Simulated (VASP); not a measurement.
Here is a VASP 6.6.1 calculation.

File INCAR:

```
SYSTEM = Gd
ALGO     = Normal         ! electronic algorithm
EDIFF    = 1E-8           ! SCF threshold, eV
ENCUT    = 520            ! plane-wave cutoff, eV
GGA      = CA             ! functional
ISIF     = 2              ! what is computed and relaxed
ISMEAR   = -1             ! smearing method
ISPIN    = 2              ! spin polarisation
LASPH    = .True.         ! aspherical terms in the spheres
LCHARG   = .False.        ! write CHGCAR
LEFG     = .True.       
LMAXMIX  = 6              ! l up to which the mixer works
LORBIT   = 11             ! projections on sites
LREAL    = .False.        ! projectors in reciprocal space
LWAVE    = .False.        ! write WAVECAR
MAGMOM   = 7 7            ! initial moments
NBANDS   = 29             ! bands
NELM     = 150            ! most SCF steps
PREC     = Accurate       ! precision mode
SIGMA    = 0.03           ! smearing width, eV
```

Contents of KPOINTS:

```
k-points
0
Gamma
  12 12 6
  0 0 0
```

The input POSCAR:

```
Gd
1.0
    3.6174893521      0.0000000000      0.0000000000
   -1.8087446761      3.1328376768      0.0000000000
    0.0000000000      0.0000000000      5.8621052790
Gd
2
Direct
    0.3333333333      0.6666666667      0.2500000000
    0.6666666667      0.3333333333      0.7500000000
```

Potentials or basis: VASP PAW PBE potentials, release 64 (Gd).

The run is started by

```sh
$ cat potpaw_PBE.64/Gd/POTCAR > POTCAR
$ mpirun -np 1 vasp_std > vasp.out
```

Task: Predict the net moment.

Result: 14.89 μB per cell.

Task: Predict the pressure.

Result: -3.9 GPa.

Task: Predict the site moments.

Result: Gd +6.92 μB.

Electric field gradients, principal values (V/Å²):
```csv
atom,least,middle,greatest (by size)
1 Gd,-9.265,-9.269,18.534
2 Gd,-9.265,-9.269,18.534
```

Caveat: without QUAD_EFG the Cq values of the log hold for a quadrupole moment of 1 mb, not for the nuclei; the PAW data sets were made with another functional, which shifts forces and pressure a little. The state reached can hang on the start; a lower one may exist.
